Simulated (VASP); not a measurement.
# SiC (F-43m) in VASP: single point with HSE06

Aim: the single point of SiC with HSE06.

Program: VASP 6.6.1. These are calculated values, not measurements. Logs are shortened: lines on timing, memory, paths and dates and some standing lists are left out, and cuts for length are marked.

## Step 1: The cell of the first run

Symmetry: F-43m, No. 216, cubic system. Conventional cell: a = 4.356 Å, b = 4.356 Å, c = 4.356 Å, α = 90.00°, β = 90.00°, γ = 90.00°. Si (site symmetry -43m) has 4 C at 1.89 Å within 2.5 Å. Within 2.5 Å of C (site symmetry -43m) lie 4 Si at 1.89 Å.

## Step 2: Single point, HSE06

Input file POSCAR:

```
SiC
1.0
    0.0000000000      2.1780523454      2.1780523454
    2.1780523454      0.0000000000      2.1780523454
    2.1780523454      2.1780523454      0.0000000000
Si C
1 1
Direct
    0.0000000000      0.0000000000      0.0000000000
    0.2500000000      0.2500000000      0.2500000000
```

Input file INCAR.step1:

```
PREC = Accurate
ENCUT = 520
EDIFF = 1E-5
ISMEAR = 0
SIGMA = 0.01
LREAL = F
LASPH = T
NELM = 100
ALGO = Normal
ISIF = 2
LWAVE = T
LCHARG = F
GGA = PE
NBANDS = 11
```

Input file INCAR.step2:

```
PREC = Accurate
ENCUT = 520
EDIFF = 1E-6
ISMEAR = 0
SIGMA = 0.01
LREAL = F
LASPH = T
NELM = 100
ALGO = Normal
ISIF = 2
LWAVE = F
LCHARG = F
GGA = PE
LHFCALC = T
HFSCREEN = 0.2079
PRECFOCK = Normal
ISTART = 1
NBANDS = 11
```

Input file KPOINTS:

```
regular mesh
0
Gamma
  6 6 6
```

Potentials or basis: VASP PAW PBE potentials, release 64 (Si, C).

Run with:

```sh
cat potpaw_PBE.64/Si/POTCAR potpaw_PBE.64/C/POTCAR > POTCAR
cp INCAR.step1 INCAR
mpirun -np 1 vasp_std > vasp.out
cp INCAR.step2 INCAR
mpirun -np 1 vasp_std > vasp.out
```

OUTCAR:

```text
PREC = Accurate
   ENCUT = 520
   EDIFF = 1E-6
   ISMEAR = 0
   LREAL = F
   LASPH = T
   NELM = 100
   ISIF = 2
   GGA = PE
   LHFCALC = T
   HFSCREEN = 0.2079
   PRECFOCK = Normal
   ISTART = 1

 ion  position               nearest neighbor table
   1  0.000  0.000  0.000-   2 1.89   2 1.89   2 1.89   2 1.89
   2  0.250  0.250  0.250-   1 1.89   1 1.89   1 1.89   1 1.89

  LATTYP: Found a face centered cubic cell.
 ALAT       =     4.3561046908

  Lattice vectors:

 A1 = (   0.0000000000,   2.1780523454,   2.1780523454)
 A2 = (   2.1780523454,   0.0000000000,   2.1780523454)
 A3 = (   2.1780523454,   2.1780523454,   0.0000000000)

Analysis of symmetry for initial positions (statically):
=====================================================================
 Subroutine PRICEL returns:
 Original cell was already a primitive cell.

 Routine SETGRP: Setting up the symmetry group for a
 face centered cubic supercell.

 Subroutine GETGRP returns: Found 24 space group operations
 (whereof 24 operations were pure point group operations)
 out of a pool of 48 trial point group operations.

The static configuration has the point symmetry T_d .

Analysis of symmetry for dynamics (positions and initial velocities):
=====================================================================
 Subroutine PRICEL returns:
 Original cell was already a primitive cell.

 Routine SETGRP: Setting up the symmetry group for a
 face centered cubic supercell.

 Subroutine GETGRP returns: Found 24 space group operations
 (whereof 24 operations were pure point group operations)
 out of a pool of 48 trial point group operations.

The dynamic configuration has the point symmetry T_d .

 Subroutine INISYM returns: Found 24 space group operations
 (whereof 24 operations are pure point group operations),
 and found     1 'primitive' translations

----------------------------------------------------------------------------------------

                                     Primitive cell

  volume of cell :      20.6650

  direct lattice vectors                    reciprocal lattice vectors
     0.000000000  2.178052345  2.178052345    -0.229562894  0.229562894  0.229562894
     2.178052345  0.000000000  2.178052345     0.229562894 -0.229562894  0.229562894
     2.178052345  2.178052345  0.000000000     0.229562894  0.229562894 -0.229562894

  length of vectors
     3.080231166  3.080231166  3.080231166     0.397614596  0.397614596  0.397614596

  position of ions in fractional coordinates (direct lattice)
     0.000000000  0.000000000  0.000000000
     0.250000000  0.250000000  0.250000000

  ion indices of the primitive-cell ions
   primitive index   ion index
                 1           1
                 2           2

----------------------------------------------------------------------------------------

 KPOINTS: regular mesh

Automatic generation of k-mesh.
 Grid dimensions read from file:
 generate k-points for:    6    6    6

 Generating k-lattice:

  Cartesian coordinates                     Fractional coordinates (reciprocal lattice)
    -0.038260482  0.038260482  0.038260482     0.166666667  0.000000000  0.000000000
     0.038260482 -0.038260482  0.038260482     0.000000000  0.166666667  0.000000000
     0.038260482  0.038260482 -0.038260482     0.000000000  0.000000000  0.166666667

  Length of vectors
     0.066269099  0.066269099  0.066269099

  Shift w.r.t. Gamma in fractional coordinates (k-lattice)
     0.000000000  0.000000000  0.000000000

 Subroutine IBZKPT returns following result:
 ===========================================

 Found     16 irreducible k-points:

 Following reciprocal coordinates:
            Coordinates               Weight
  0.000000  0.000000  0.000000      1.000000
  0.166667  0.000000  0.000000      8.000000
  0.333333  0.000000  0.000000      8.000000
  0.500000  0.000000  0.000000      4.000000
  0.166667  0.166667  0.000000      6.000000
  0.333333  0.166667  0.000000     24.000000
[... 8 lines left out ...]
 -0.333333  0.333333  0.166667     24.000000
 -0.333333  0.500000  0.166667     12.000000
   k-points           NKPTS =     16   k-points in BZ     NKDIM =    216   number of bands    NBANDS=     11
   number of dos      NEDOS =    301   number of ions     NIONS =      2
   total plane-waves  NPLWV =  13824
   dimension x,y,z NGX =    24 NGY =   24 NGZ =   24
   dimension x,y,z NGXF=    48 NGYF=   48 NGZF=   48
   ions per type =               1   1
   NGX,Y,Z   is equivalent  to a cutoff of  12.95, 12.95, 12.95 a.u.
   NGXF,Y,Z  is equivalent  to a cutoff of  25.91, 25.91, 25.91 a.u.
 SYSTEM =  unknown system
   PREC   = accura    normal or accurate (medium, high low for compatibility)
   ISTART =      1    job   : 0-new  1-cont  2-samecut
   ICHARG =      0    charge: 1-file 2-atom 10-const
   ISPIN  =      1    spin polarized calculation?
   LNONCOLLINEAR =      F non collinear calculations
   LSORBIT =      F    spin-orbit coupling
   LASPH  =      T    aspherical Exc in radial PAW
   ENCUT  =  520.0 eV  38.22 Ry    6.18 a.u.   5.73  5.73  5.73*2*pi/ulx,y,z
   NELM   =    100;   NELMIN=  2; NELMDL=  0     # of ELM steps
   EDIFF  = 0.1E-05   stopping-criterion for ELM
   LREAL  =      F    real-space projection
   EDIFFG = 0.1E-04   stopping-criterion for IOM
   NSW    =      0    number of steps for IOM
   IBRION =     -1    ionic relax: 0-MD 1-quasi-New 2-CG
   NFREE  =      0    steps in history (QN), initial steepest desc. (CG)
   ISIF   =      2    stress and relaxation
   ISYM   =      3    0-nonsym 1-usesym 2-fastsym
   POTIM  = 0.5000    time-step for ionic-motion
   TEBEG  =    0.0;   TEEND  =   0.0 temperature during run
   PSTRESS=    0.0 pullay stress
   NELECT =       8.0000    total number of electrons
   NUPDOWN=      -1.0000    fix difference up-down
   EMIN   =  10.00;   EMAX   =-10.00  energy-range for DOS
   EFERMI =   0.00;   METHOD = LEGACY
   ISMEAR =     0;   SIGMA  =   0.01  broadening in eV -4-tet -1-fermi 0-gaus
   EFERMI_NEDOS =   21; number of points for ismear=-14 and -15
   IALGO  =     38    algorithm
   IMIX   =      1    mixing-type and parameters
     AMIX     =   0.40;   BMIX     =  1.00
     AMIX_MAG =   1.60;   BMIX_MAG =  1.00
  volume/ion in A,a.u.               =      10.33        69.73
  Fermi-wavevector in a.u.,A,eV,Ry     =   1.193145  2.254717 19.369182  1.423595
  Thomas-Fermi vector in A             =   2.329166
   LORBIT       =      0    0 simple, 1 ext, 2 COOP (PROOUT), +10 PAW based schemes
   GGA     = PE    functional components
   LHFCALC =     T    Hartree Fock is set to
   PRECFOCK=normal    Normal, Fast or Accurate (Low or Medium for compatibility)
   ENCUT4O =  -1.0   cutoff for four orbital integrals eV
   NKREDX  =     1    reduce k-point grid by
   NKREDY  =     1    reduce k-point grid by
   NKREDZ  =     1    reduce k-point grid by
   AEXX    =    0.2500 exact exchange contribution
   HFSCREEN=    0.2079 screening length (either q_TF or 0.3 A-1)
   HFSCREENC=   0.2079 screening length for correlation (either q_TF or 0.3 A-1)
   ENCUTFOCK=  -1.0 apply spherical cutoff to Coloumb kernel
   IVDW    =     0    specifies the selected vdW correction
   LEPSILON=     F    determine dielectric tensor
   LRPA    =     F    only Hartree local field effects (RPA)
 non-spin polarized calculation
 Gauss-broadening in eV      SIGMA  =   0.01
  energy-cutoff  :      520.00
  volume of cell :       20.66
 maximum number of plane-waves:       568
  NGX = 18; NGY = 18; NGZ = 18

 number of electron       8.0000001 magnetization

 Free energy of the ion-electron system (eV)
  ---------------------------------------------------
  ext. energy  EPLUGINS =         0.00000000
  ---------------------------------------------------
  free energy    TOTEN  =       -17.41532236 eV

  energy without entropy =      -17.41532236  energy(sigma->0) =      -17.41532236

 E-fermi :   7.5683     XC(G=0):  -9.3603

 val. band max:        7.5088956676   @ k =   0.0000   0.0000   0.0000
 cond. band min:       9.7399296940   @ k =   0.5000   0.5000   0.0000
 fundamental gap:      2.2310340264
 Fermi energy:         7.5682558908

 k-point     1 :       0.0000    0.0000    0.0000
  band No.  band energies     occupation
      1      -9.4874      2.00000
      2       7.5089      2.00000
      3       7.5089      2.00000
      4       7.5089      2.00000
      5      15.0613      0.00000
      6      16.1028      0.00000
      7      16.1028      0.00000
      8      16.1028      0.00000
      9      23.5956      0.00000
     10      23.5956      0.00000
     11      25.5040      0.00000

 k-point     2 :       0.1667    0.0000    0.0000
  band No.  band energies     occupation
      1      -8.9009      2.00000
      2       4.9267      2.00000
      3       7.1501      2.00000
      4       7.1501      2.00000
      5      15.1166      0.00000
      6      16.6708      0.00000
      7      16.6708      0.00000
      8      17.3057      0.00000
      9      21.9478      0.00000
     10      21.9478      0.00000
     11      24.6407      0.00000

 k-point     3 :       0.3333    0.0000    0.0000
  band No.  band energies     occupation
      1      -7.2427      2.00000
      2       0.7275      2.00000
      3       6.5830      2.00000
      4       6.5830      2.00000
      5      14.4192      0.00000
      6      16.4494      0.00000
      7      16.4494      0.00000
      8      18.9804      0.00000
      9      23.3924      0.00000
     10      23.3924      0.00000
     11      24.3101      0.00000
[... 155 lines left out ...]
 k-point    15 :      -0.3333    0.3333    0.1667
  band No.  band energies     occupation
      1      -4.4624      2.00000
      2      -0.5613      2.00000
      3       2.3640      2.00000
      4       4.1310      2.00000
      5      13.7511      0.00000
      6      16.7304      0.00000
      7      19.4325      0.00000
      8      20.2976      0.00000
      9      22.1790      0.00000
     10      25.7742      0.00000
     11      30.5301      0.00000

 k-point    16 :      -0.3333    0.5000    0.1667
  band No.  band energies     occupation
      1      -3.8913      2.00000
      2      -0.4699      2.00000
      3       2.5868      2.00000
      4       2.7745      2.00000
      5      12.5350      0.00000
      6      15.8434      0.00000
      7      19.9350      0.00000
      8      21.3824      0.00000
      9      23.6246      0.00000
     10      27.0837      0.00000
     11      30.7123      0.00000

------------------------ aborting loop because EDIFF is reached ----------------------------------------

  FORCE on cell =-STRESS in cart. coord.  units (eV):
  Direction    XX          YY          ZZ          XY          YZ          ZX
  --------------------------------------------------------------------------------------
  -------------------------------------------------------------------------------------
  Total       -0.1911467     -0.1911467     -0.1911467      0.0000000      0.0000000      0.0000000
  in kB      -14.8198018    -14.8198018    -14.8198018      0.0000000      0.0000000      0.0000000
  external PRESSURE =     -14.8198018 kB  Pullay stress =       0.0000000 kB

 VOLUME and BASIS-vectors are now :
 -----------------------------------------------------------------------------
  energy-cutoff  :      520.00
  volume of cell :       20.66
      direct lattice vectors                 reciprocal lattice vectors
     0.000000000  2.178052345  2.178052345    -0.229562894  0.229562894  0.229562894
     2.178052345  0.000000000  2.178052345     0.229562894 -0.229562894  0.229562894
     2.178052345  2.178052345  0.000000000     0.229562894  0.229562894 -0.229562894

 POSITION                                       TOTAL-FORCE (eV/Angst)
 -----------------------------------------------------------------------------------
      0.00000      0.00000      0.00000        -0.000000     -0.000000     -0.000000
      1.08903      1.08903      1.08903         0.000000      0.000000      0.000000
 -----------------------------------------------------------------------------------
    total drift:                                0.000000      0.000000      0.000000

  FREE ENERGIE OF THE ION-ELECTRON SYSTEM (eV)
  ---------------------------------------------------
  free  energy   TOTEN  =       -17.4153223566 eV

  energy  without entropy=      -17.4153223566  energy(sigma->0) =      -17.41532236
```

It took 15 min on 1 thread of AMD EPYC 7R13, shared host; peak memory 0.21 GiB.

What came out:

```
Free energy            : -17.4153 eV
Pressure               : -1.5 GPa
Band gap on the k mesh : 2.23 eV, indirect (least direct gap 5.73 eV)
```

Caveat: the PAW data sets were made with another functional, which shifts forces and pressure a little. A k mesh can miss the band edges.
